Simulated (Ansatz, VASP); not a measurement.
## SnSe: VASP beside Ansatz

```
Sn Se
1.0
     0.00000    3.01000    3.01000
     3.01000    0.00000    3.01000
     3.01000    3.01000    0.00000
Sn Se
1 1
Direct
  0.00000 0.00000 0.00000
  0.50000 0.50000 0.50000
```

Alike in both runs: task single point; functional PBE; k mesh 8 × 8 × 8; occupations gaussian, width 0.05 eV; non-collinear spin, spin-orbit coupling.

|  | VASP | Ansatz |
| --- | --- | --- |
| version | VASP 6.6.1 | Ansatz 0.2.0 |
| potentials or method | VASP PAW PBE potentials, release 64 (Sn_d, Se), cutoff 520 eV | plane waves, PAW |
| valence electrons in the cell | 20 | 30 |

|  | VASP | Ansatz | Ansatz less VASP |
| --- | --- | --- | --- |
| pressure (GPa) | 0.9 | 0.9 | -0.01 |
| net moment per atom (μB) | 0.00 | 0.00 | 0.000 |

VASP's potentials hold 20 valence electrons a cell and Ansatz's 30, so a difference there can come from the potentials and not from the codes.
